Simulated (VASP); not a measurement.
Runs of VASP 6.6.1 on ZrC. The structure is that of space group Fm-3m (No. 225), or close to it. The cells are those of the table. 

| task | spin | cell | k mesh | k mesh for the DOS | occupations for the DOS | gap on the mesh (eV) | pressure (GPa) |
| --- | --- | --- | --- | --- | --- | --- | --- |
| single point | off | a = 3.395 Å, angles 60.0°, 2 atoms | 16 × 16 × 16 | - | - | none | -11.3 |
| single point | off | a = 3.345 Å, angles 60.0°, 2 atoms | 16 × 16 × 16 | - | - | none | -2.7 |
| single point | off | a = 3.363 Å, angles 60.0°, 2 atoms | 16 × 16 × 16 | - | - | none | (a) |
| single point | off | a = 3.345 Å, angles 60.0°, 2 atoms | 6 × 6 × 6 | - | - | none | -2.6 |

Alike in all rows: level PBE; potentials or basis VASP PAW PBE potentials, release 64 (Zr_sv, C); cutoff (eV) 520; smearing gaussian 0.1 eV.

Question: Fill in the values left out.

Answer: (a) -6.0.

Caveats: some runs use coarse meshes.

A k mesh can miss the band edges, and the runs leave out spin-orbit coupling on Zr.

A gap of «none» marks levels without a gap at the run's occupations.
